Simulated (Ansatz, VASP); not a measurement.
**CoSi in VASP and in Ansatz**

File INCAR:

```
  ALGO = Normal
  EDIFF = 1E-6
  ENCUT = 600
  GGA = PE
  GGA_COMPAT = False
  ISIF = 2
  ISMEAR = -1
  LASPH = True
  LCHARG = False
  LREAL = False
  LWAVE = False
  NBANDS = 14
  NELM = 120
  PREC = Accurate
  SIGMA = 0.05
```

File KPOINTS:

```
k-points
0
Gamma
  16 16 14
```

The input POSCAR:

```
CoSi
1.0
    2.3671075272      0.0000000000      0.0000000000
   -1.1835537636      2.0499752521      0.0000000000
    0.0000000000      0.0000000000      3.2958588626
Co Si
1 1
Direct
    0.0000000000      0.0000000000      0.0000000000
    0.3333333333      0.6666666667      0.5000000000
```

Input for Ansatz:

```yaml
crystal:
  lattice:
    - [2.3671075272, 0.0, 0.0]
    - [-1.1835537636, 2.0499752521, 0.0]
    - [0.0, 0.0, 3.2958588626]
  atoms:
    - { symbol: Co, position: [0.0, 0.0, 0.0] }
    - { symbol: Si, position: [0.3333333333, 0.6666666667, 0.5] }
kpoints:
  mp_grid: { grid: [16, 16, 14] }
scf:
  occupations: { method: fermi_dirac, width: 0.05 }
hamiltonian:
  xc: pbe
  pseudopotentials: { kind: paw }
output:
  forces: true
  stress: true
  eigenvalues: true
  populations: true
```

Change from the starting cell: volume scaled by 0.64, PAW files.

Alike in both runs: task single point; functional PBE; k mesh 16 × 16 × 14; occupations fermi-dirac, width 0.05 eV; no spin polarisation.

|  | VASP | Ansatz |
| --- | --- | --- |
| version | VASP 6.6.1 | Ansatz 0.2.0 |
| potentials or method | VASP PAW PBE potentials, release 64 (Co, Si) | PAW with Ansatz's default frozen-core files, scalar-relativistic |
| plane-wave cutoff (eV) | 600 | 420 |
| valence electrons in the cell | 13 | 21 |

```csv
,VASP,Ansatz,Ansatz less VASP
pressure (GPa),144.1,143.5,-0.56
"traceless stress, the component that is largest in VASP (GPa)",0.97,0.09,-0.875
```

Both programs put the cell under a high pressure, so it lies far from rest at this level. VASP's potentials hold 13 valence electrons a cell and Ansatz's 21, so a difference there can come from the potentials and not from the codes.

Noted on VASP's run: the cell as given lies far from equilibrium.
